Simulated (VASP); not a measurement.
Runs of VASP 6.6.1 on Te. The structure is that of space group Pm-3m (No. 221), or close to it. The cells are those of the table. This isn't the form of Te at room conditions, which is trigonal, of chains.

| spin | cell | k mesh | gap on the mesh (eV) | pressure (GPa) |
| --- | --- | --- | --- | --- |
| off | a = 3.174 Å, 1 atom | 11 × 11 × 11 | none | -2.1 |
| off | a = 3.047 Å, 1 atom | 11 × 11 × 11 | none | 6.4 |
| off | a = 3.253 Å, 1 atom | 11 × 11 × 11 | none | (a) |
| off | a = 3.133 Å, 1 atom | 10 × 10 × 10 | none | 0.1 |
| non-collinear, zero start, SOC | a = 3.133 Å, 1 atom | 10 × 10 × 10 | - | (b) |

Alike in all rows: task single point; level LDA; potentials or basis VASP PAW LDA potentials, release 64 (Te); cutoff (eV) 520; smearing fermi-dirac 0.1 eV.

Task: Estimate the missing entries.

Result: (a) -5.3; (b) 0.4.

Caveats: spin-orbit coupling is left out, which moves the levels of the heavy elements (at least some runs); the cell stands under pressure (at least some runs); the cell stands under tension (at least some runs).

A k mesh can miss the band edges, and rows without SOC leave out spin-orbit coupling on Te.

A gap of «none» marks levels without a gap at the run's occupations.
